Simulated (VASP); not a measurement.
A run of VASP 6.6.1 is set up as follows.

Contents of POSCAR:

```
Al3GaN4
1.0
    4.9267316604      0.0000000000     -0.0002658887
    0.0000000000      3.0640276676      0.0000000000
   -0.0035677037      0.0000000000      5.3041189043
Al Ga N
3 1 4
Direct
    0.5005833056      0.5000000000      0.1674186715
    0.0011838269      0.5000000000      0.8350892235
    0.0014213722      0.0000000000      0.3314616320
    0.4994828925      0.0000000000      0.6660022498
    0.1100159896      0.0000000000      0.6662575761
    0.1225213027      0.5000000000      0.1672684406
    0.6251393397      0.5000000000      0.8407280767
    0.6232509709      0.0000000000      0.3257751297
```

INCAR.step1

```
ALGO = Normal
EDIFF = 1E-4
ENCUT = 520
GGA = PE
ISMEAR = 0
LASPH = T
LCHARG = F
LREAL = F
LWAVE = T
NBANDS = 31
NELM = 60
PREC = Accurate
SIGMA = 0.02
```

Contents of INCAR.step2:

```
ALGO = Normal
EDIFF = 1E-6
ENCUT = 520
ISIF = 2
ISMEAR = 0
ISTART = 1
LASPH = T
LCHARG = F
LMIXTAU = T
LREAL = F
LWAVE = F
METAGGA = R2SCAN
NBANDS = 31
NELM = 60
PREC = Accurate
SIGMA = 0.02
```

File KPOINTS:

```
k-points
0
Gamma
  6 8 4
```

Potentials or basis: VASP PAW PBE potentials, release 64 (Al, Ga_d, N).

Run with:

```console
$ cat potpaw_PBE.64/Al/POTCAR potpaw_PBE.64/Ga_d/POTCAR potpaw_PBE.64/N/POTCAR > POTCAR
$ cp INCAR.step1 INCAR
$ mpirun -np 1 vasp_std > vasp.out
$ cp INCAR.step2 INCAR
$ mpirun -np 1 vasp_std > vasp.out
```

(1) Predict the band gap on the k mesh.

(2) Predict the pressure.

(3) Estimate the largest force.

Results:

(1) 4.68 eV.

(2) 14.6 GPa.

(3) 0.095 eV/Å.

Caveat: the cell stands under pressure; the PAW data sets were made with another functional, which shifts forces and pressure a little.
